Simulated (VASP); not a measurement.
# Cu in VASP: a series of runs

The runs below take Cu through single point, with BLYP, PBEsol.

Everything below comes from runs of VASP 6.6.1. Logs are shortened: lines on timing, memory, paths and dates and some standing lists are left out, and cuts for length are marked.

### Step 1. The cell of the first run

The typed cell holds 1 atom: a = 2.605 Å, b = 2.640 Å, c = 2.605 Å, α = 60.04°, β = 60.04°, γ = 60.03°.

### Step 2. Single point, BLYP

Input file INCAR:

```
SYSTEM = Cu
PREC     = Accurate       ! precision mode
ENCUT    = 820            ! plane-wave cutoff, eV
EDIFF    = 1E-6           ! SCF threshold, eV
ISMEAR   = -1             ! smearing method
SIGMA    = 0.05           ! smearing width, eV
LREAL    = .False.        ! projectors in reciprocal space
LASPH    = .True.         ! aspherical terms in the spheres
NELM     = 120            ! most SCF steps
ALGO     = Normal         ! electronic algorithm
ISIF     = 2              ! what is computed and relaxed
LWAVE    = .False.        ! write WAVECAR
LCHARG   = .False.        ! write CHGCAR
GGA      = B5             ! functional
ALDAX    = 1.0          
AGGAX    = 1.0          
AGGAC    = 1.0          
ALDAC    = 0.0          
NBANDS   = 16             ! bands
GGA_COMPAT= .False.
```

Input file KPOINTS:

```
Automatic mesh
0
Gamma
  13 12 13
  0 0 0
```

Input file POSCAR:

```
Cu
1.0
    0.0051035220      1.8357023443      1.8486606158
    1.8667191535     -0.0135208233      1.8670398186
    1.8481381487      1.8356984922      0.0051418444
Cu
1
Direct
    0.0000000000      0.0000000000      0.0000000000
```

Potentials or basis: VASP PAW PBE potentials, release 64 (Cu_sv_GW).

Run with:

```
$ cat potpaw_PBE.64/Cu_sv_GW/POTCAR > POTCAR
$ mpirun -np 1 vasp_std > vasp.out
```

OUTCAR:

```text
SYSTEM = Cu
   PREC = Accurate
   ENCUT = 820
   EDIFF = 1E-6
   ISMEAR = -1
   LREAL = .False.
   LASPH = .True.
   NELM = 120
   ISIF = 2
   GGA = B5

 ion  position               nearest neighbor table
   1  0.000  0.000  0.000-

  LATTYP: Found a triclinic cell.
 ALAT       =     4.5144209609
 B/A-ratio  =     0.5774355010
 C/A-ratio  =     0.8162663860
 COS(alpha) =     0.0000468818
 COS(beta)  =     0.4051773017
 COS(gamma) =     0.8662358987

  Lattice vectors:

 A1 = (   1.8379311047,  -1.8357061964,  -3.6921793872)
 A2 = (   1.8430346267,  -0.0000038521,  -1.8435187714)
 A3 = (   0.0134774828,  -3.6849216598,   0.0132373584)

Analysis of symmetry for initial positions (statically):
=====================================================================
 Subroutine PRICEL returns:
 Original cell was already a primitive cell.

 Routine SETGRP: Setting up the symmetry group for a
 triclinic supercell.

 Subroutine GETGRP returns: Found  2 space group operations
 (whereof  2 operations were pure point group operations)
 out of a pool of  2 trial point group operations.

The static configuration has the point symmetry S_2 .

Analysis of symmetry for dynamics (positions and initial velocities):
=====================================================================
 Subroutine PRICEL returns:
 Original cell was already a primitive cell.

 Routine SETGRP: Setting up the symmetry group for a
 triclinic supercell.

 Subroutine GETGRP returns: Found  2 space group operations
 (whereof  2 operations were pure point group operations)
 out of a pool of  2 trial point group operations.

The dynamic configuration has the point symmetry S_2 .

 Subroutine INISYM returns: Found  2 space group operations
 (whereof  2 operations are pure point group operations),
 and found     1 'primitive' translations

----------------------------------------------------------------------------------------

                                     Primitive cell

  volume of cell :      12.6801

  direct lattice vectors                    reciprocal lattice vectors
     0.005103522  1.835702344  1.848660616    -0.270296282  0.271365469  0.272215046
[... 71 lines left out ...]
   ions per type =               1
   NGX,Y,Z   is equivalent  to a cutoff of  15.31, 17.63, 15.32 a.u.
   NGXF,Y,Z  is equivalent  to a cutoff of  30.63, 35.26, 30.63 a.u.
 SYSTEM =  Cu
   PREC   = accura    normal or accurate (medium, high low for compatibility)
   ISTART =      0    job   : 0-new  1-cont  2-samecut
   ICHARG =      2    charge: 1-file 2-atom 10-const
   ISPIN  =      1    spin polarized calculation?
   LNONCOLLINEAR =      F non collinear calculations
   LSORBIT =      F    spin-orbit coupling
   LASPH  =      T    aspherical Exc in radial PAW
   ENCUT  =  820.0 eV  60.27 Ry    7.76 a.u.   6.08  6.16  6.08*2*pi/ulx,y,z
   NELM   =    120;   NELMIN=  2; NELMDL= -5     # of ELM steps
   EDIFF  = 0.1E-05   stopping-criterion for ELM
   LREAL  =      F    real-space projection
   EDIFFG = 0.1E-04   stopping-criterion for IOM
   NSW    =      0    number of steps for IOM
   IBRION =     -1    ionic relax: 0-MD 1-quasi-New 2-CG
   NFREE  =      0    steps in history (QN), initial steepest desc. (CG)
   ISIF   =      2    stress and relaxation
   ISYM   =      2    0-nonsym 1-usesym 2-fastsym
   POTIM  = 0.5000    time-step for ionic-motion
   TEBEG  =    0.0;   TEEND  =   0.0 temperature during run
   PSTRESS=    0.0 pullay stress
   NELECT =      19.0000    total number of electrons
   NUPDOWN=      -1.0000    fix difference up-down
   EMIN   =  10.00;   EMAX   =-10.00  energy-range for DOS
   EFERMI =   0.00;   METHOD = LEGACY
   ISMEAR =    -1;   SIGMA  =   0.05  broadening in eV -4-tet -1-fermi 0-gaus
   EFERMI_NEDOS =   21; number of points for ismear=-14 and -15
   IALGO  =     38    algorithm
   IMIX   =      4    mixing-type and parameters
     AMIX     =   0.40;   BMIX     =  1.00
     AMIX_MAG =   1.60;   BMIX_MAG =  1.00
  volume/ion in A,a.u.               =      12.68        85.57
  Fermi-wavevector in a.u.,A,eV,Ry     =   1.873347  3.540112 47.748661  3.509428
  Thomas-Fermi vector in A             =   2.918522
   LORBIT       =      0    0 simple, 1 ext, 2 COOP (PROOUT), +10 PAW based schemes
   GGA     = B5    functional components
   LHFCALC =     F    Hartree Fock is set to
   AEXX    =    0.0000 exact exchange contribution
   IVDW    =     0    specifies the selected vdW correction
   LEPSILON=     F    determine dielectric tensor
   LRPA    =     F    only Hartree local field effects (RPA)
 non-spin polarized calculation
  energy-cutoff  :      820.00
  volume of cell :       12.68
 maximum number of plane-waves:       688
   NGX = 13   NGY = 13   NGZ = 13

 number of electron      18.9999999 magnetization

 Free energy of the ion-electron system (eV)
  ---------------------------------------------------
  ext. energy  EPLUGINS =         0.00000000
  ---------------------------------------------------
  free energy    TOTEN  =        -3.04359925 eV

  energy without entropy =       -3.04190298  energy(sigma->0) =       -3.04275112

 E-fermi :   7.2639     XC(G=0): -12.3881

 val. band max:        7.2632297727   @ k =   0.4615   0.2500  -0.0000
 cond. band min:       7.2648599928   @ k =   0.0000   0.2500   0.4615
 fundamental gap:      0.0016302201
 Fermi energy:         7.2639293939

 k-point     1 :       0.0000    0.0000    0.0000
  band No.  band energies     occupation
      1    -104.7350      2.00000
      2     -62.3612      2.00000
      3     -62.3591      2.00000
      4     -62.3477      2.00000
      5      -1.5678      2.00000
      6       4.2771      2.00000
[... 433 lines left out ...]
      3     -62.3707      2.00000
      4     -62.3578      2.00000
      5       0.2693      2.00000
      6       3.8854      2.00000
[... 8 lines left out ...]
     15      29.6684      0.00000
     16      38.7049      0.00000

 [... further k-points ...]
[... 5 lines left out ...]
  --------------------------------------------------------------------------------------
  -------------------------------------------------------------------------------------
  Total       -0.1071599     -0.1077319     -0.1081134      0.0001301     -0.0002024      0.0003496
  in kB      -13.5400119    -13.6122884    -13.6604951      0.0164417     -0.0255769      0.0441746
  external PRESSURE =     -13.6042651 kB  Pullay stress =       0.0000000 kB

 VOLUME and BASIS-vectors are now :
 -----------------------------------------------------------------------------
  energy-cutoff  :      820.00
  volume of cell :       12.68
      direct lattice vectors                 reciprocal lattice vectors
     0.005103522  1.835702344  1.848660616    -0.270296282  0.271365469  0.272215046
     1.866719154 -0.013520823  1.867039819     0.266885662 -0.269441579  0.266816136
     1.848138149  1.835698492  0.005141844     0.272262593  0.271401160 -0.270250385

 POSITION                                       TOTAL-FORCE (eV/Angst)
 -----------------------------------------------------------------------------------
      0.00000      0.00000      0.00000        -0.000000     -0.000000      0.000000
 -----------------------------------------------------------------------------------
    total drift:                               -0.000000      0.000000     -0.000000

  FREE ENERGIE OF THE ION-ELECTRON SYSTEM (eV)
  ---------------------------------------------------
  free  energy   TOTEN  =        -3.0435992500 eV

  energy  without entropy=       -3.0419029835  energy(sigma->0) =       -3.04275112
```

It took 8.3 min on 1 thread of Intel Xeon Platinum 8375C at 2.90GHz (Ice Lake), shared host; peak memory 0.57 GiB.

Results:

```yaml
Free_energy: -3.0436 eV
Pressure: -1.4 GPa
Band_gap_on_the_k_mesh: zero (an odd number of electrons rules out a gap without spin polarisation)
```

Caveat: the PAW data sets were made with another functional, which shifts forces and pressure a little.

### Step 3. Single point, PBEsol

This run uses another cell than the first one, of 11.31 Å³/atom.

Input file INCAR:

```
PREC = Accurate
ENCUT = 820
EDIFF = 1E-6
ISMEAR = -1
SIGMA = 0.05
LREAL = F
LASPH = T
NELM = 120
ALGO = Normal
ISIF = 2
LWAVE = F
LCHARG = F
GGA = PS
NBANDS = 16
GGA_COMPAT = F
```

Input file KPOINTS:

```
Automatic mesh
0
Gamma
  13 12 13
```

Input file POSCAR:

```
Cu
1.0
    0.0024390894      1.7739623055      1.7797691687
    1.7899064937     -0.0078122637      1.7898665114
    1.7797483997      1.7739954707      0.0024182263
Cu
1
Direct
    0.0000000000      0.0000000000      0.0000000000
```

Potentials or basis: VASP PAW PBE potentials, release 64 (Cu_sv_GW).

Run with:

```
$ cat potpaw_PBE.64/Cu_sv_GW/POTCAR > POTCAR
$ mpirun -np 1 vasp_std > vasp.out
```

OUTCAR:

```text
PREC = Accurate
   ENCUT = 820
   EDIFF = 1E-6
   ISMEAR = -1
   LREAL = F
   LASPH = T
   NELM = 120
   ISIF = 2
   GGA = PS

 ion  position               nearest neighbor table
   1  0.000  0.000  0.000-

  LATTYP: Found a base centered monoclinic cell.
 ALAT       =     4.3520556682
 B/A-ratio  =     0.5775487635
 C/A-ratio  =     0.5816317657
 COS(beta)  =    -0.5766083600

  Lattice vectors:

 A1 = (  -1.7797483997,  -1.7739954707,  -0.0024182263)
 A2 = (  -0.0024390894,  -1.7739623055,  -1.7797691687)
 A3 = (   1.7899064937,  -0.0078122637,   1.7898665114)

Analysis of symmetry for initial positions (statically):
=====================================================================
 Subroutine PRICEL returns:
 Original cell was already a primitive cell.

 Routine SETGRP: Setting up the symmetry group for a
 base centered monoclinic supercell.

 Subroutine GETGRP returns: Found  4 space group operations
 (whereof  4 operations were pure point group operations)
 out of a pool of  4 trial point group operations.

The static configuration has the point symmetry C_2h.

Analysis of symmetry for dynamics (positions and initial velocities):
=====================================================================
 Subroutine PRICEL returns:
 Original cell was already a primitive cell.

 Routine SETGRP: Setting up the symmetry group for a
 base centered monoclinic supercell.

 Subroutine GETGRP returns: Found  4 space group operations
 (whereof  4 operations were pure point group operations)
 out of a pool of  4 trial point group operations.

The dynamic configuration has the point symmetry C_2h.

 Subroutine INISYM returns: Found  4 space group operations
 (whereof  4 operations are pure point group operations),
[... 100 lines left out ...]
   ISIF   =      2    stress and relaxation
   ISYM   =      2    0-nonsym 1-usesym 2-fastsym
   POTIM  = 0.5000    time-step for ionic-motion
   TEBEG  =    0.0;   TEEND  =   0.0 temperature during run
   PSTRESS=    0.0 pullay stress
   NELECT =      19.0000    total number of electrons
   NUPDOWN=      -1.0000    fix difference up-down
   EMIN   =  10.00;   EMAX   =-10.00  energy-range for DOS
   EFERMI =   0.00;   METHOD = LEGACY
   ISMEAR =    -1;   SIGMA  =   0.05  broadening in eV -4-tet -1-fermi 0-gaus
   EFERMI_NEDOS =   21; number of points for ismear=-14 and -15
   IALGO  =     38    algorithm
   IMIX   =      4    mixing-type and parameters
     AMIX     =   0.40;   BMIX     =  1.00
     AMIX_MAG =   1.60;   BMIX_MAG =  1.00
  volume/ion in A,a.u.               =      11.31        76.33
  Fermi-wavevector in a.u.,A,eV,Ry     =   1.946039  3.677481 51.526210  3.787070
  Thomas-Fermi vector in A             =   2.974608
   LORBIT       =      0    0 simple, 1 ext, 2 COOP (PROOUT), +10 PAW based schemes
   GGA     = PS    functional components
   LHFCALC =     F    Hartree Fock is set to
   AEXX    =    0.0000 exact exchange contribution
   IVDW    =     0    specifies the selected vdW correction
   LEPSILON=     F    determine dielectric tensor
   LRPA    =     F    only Hartree local field effects (RPA)
 non-spin polarized calculation
  energy-cutoff  :      820.00
  volume of cell :       11.31
 maximum number of plane-waves:       613
   NGX = 11   NGY = 11   NGZ = 11

 number of electron      18.9999988 magnetization

 Free energy of the ion-electron system (eV)
  ---------------------------------------------------
  ext. energy  EPLUGINS =         0.00000000
  ---------------------------------------------------
  free energy    TOTEN  =        -4.39245659 eV

  energy without entropy =       -4.39107137  energy(sigma->0) =       -4.39176398

 E-fermi :   7.9627     XC(G=0): -13.8309

 val. band max:        7.9541938042   @ k =  -0.4615   0.4167   0.4615
 cond. band min:       7.9638719946   @ k =   0.4615   0.0000   0.2308
 fundamental gap:      0.0096781904
 Fermi energy:         7.9626639013

 k-point     1 :       0.0000    0.0000    0.0000
  band No.  band energies     occupation
      1    -104.4218      2.00000
      2     -61.8796      2.00000
      3     -61.8766      2.00000
      4     -61.8664      2.00000
      5      -1.8379      2.00000
      6       4.7762      2.00000
[... 433 lines left out ...]
      3     -61.8935      2.00000
      4     -61.8821      2.00000
      5       0.1418      2.00000
      6       4.2694      2.00000
[... 8 lines left out ...]
     15      33.0100      0.00000
     16      41.3329      0.00000

 [... further k-points ...]
[... 5 lines left out ...]
  --------------------------------------------------------------------------------------
  -------------------------------------------------------------------------------------
  Total       -0.0748641     -0.0751185     -0.0748642     -0.0000540     -0.0000537      0.0002380
  in kB      -10.6037829    -10.6398247    -10.6037967     -0.0076415     -0.0076105      0.0337108
  external PRESSURE =     -10.6158014 kB  Pullay stress =       0.0000000 kB

 VOLUME and BASIS-vectors are now :
 -----------------------------------------------------------------------------
  energy-cutoff  :      820.00
  volume of cell :       11.31
      direct lattice vectors                 reciprocal lattice vectors
     0.002439089  1.773962306  1.779769169    -0.280706569  0.281232551  0.281940340
     1.789906494 -0.007812264  1.789866511     0.278742088 -0.280025979  0.278730334
     1.779748400  1.773995471  0.002418226     0.281928836  0.281238835 -0.280707606

 POSITION                                       TOTAL-FORCE (eV/Angst)
 -----------------------------------------------------------------------------------
      0.00000      0.00000      0.00000        -0.000000     -0.000000     -0.000000
 -----------------------------------------------------------------------------------
    total drift:                               -0.000000     -0.000000      0.000000

  FREE ENERGIE OF THE ION-ELECTRON SYSTEM (eV)
  ---------------------------------------------------
  free  energy   TOTEN  =        -4.3924565864 eV

  energy  without entropy=       -4.3910713711  energy(sigma->0) =       -4.39176398
```

stdout:

```text
POSCAR found type information on POSCAR Cu
 POSCAR found :  1 types and       1 ions
 scaLAPACK will be used
 -----------------------------------------------------------------------------
|                                                                             |
|                                                                             |
|     You enforced a specific xc type in the INCAR file but a different       |
|     I HOPE YOU KNOW WHAT YOU ARE DOING!                                     |
|                                                                             |
 -----------------------------------------------------------------------------

 LDA part: xc-table for (Slater+PW92), standard interpolation
 POSCAR, INCAR and KPOINTS ok, starting setup
 FFT: planning ... GRIDC
 FFT: planning ... GRID_SOFT
 FFT: planning ... GRID
 WAVECAR not read
 entering main loop
```

Wall time 68 s (1 thread of AMD EPYC 9R45 (Zen 5), shared host); peak memory 0.31 GiB.

Results:

* Free energy: -4.3925 eV
* Pressure: -1.1 GPa
* Band gap on the k mesh: zero (an odd number of electrons rules out a gap without spin polarisation)

Levels at points of the mesh, in eV from the Fermi level:
```tsv
k point	band 6	band 7	band 8	band 9	band 10	band 11	band 12	band 13	band 14	band 15
(0.00, 0.00, 0.00)	-3.19	-3.15	-3.14	-2.26	-2.25	22.89	25.57	25.93	26.00	28.06
(0.00, 0.50, 0.00)	-3.19	-3.19	-1.65	-1.64	-1.31	3.83	21.48	22.77	22.84	25.69
```

Caveat: the PAW data sets were made with another functional, which shifts forces and pressure a little.
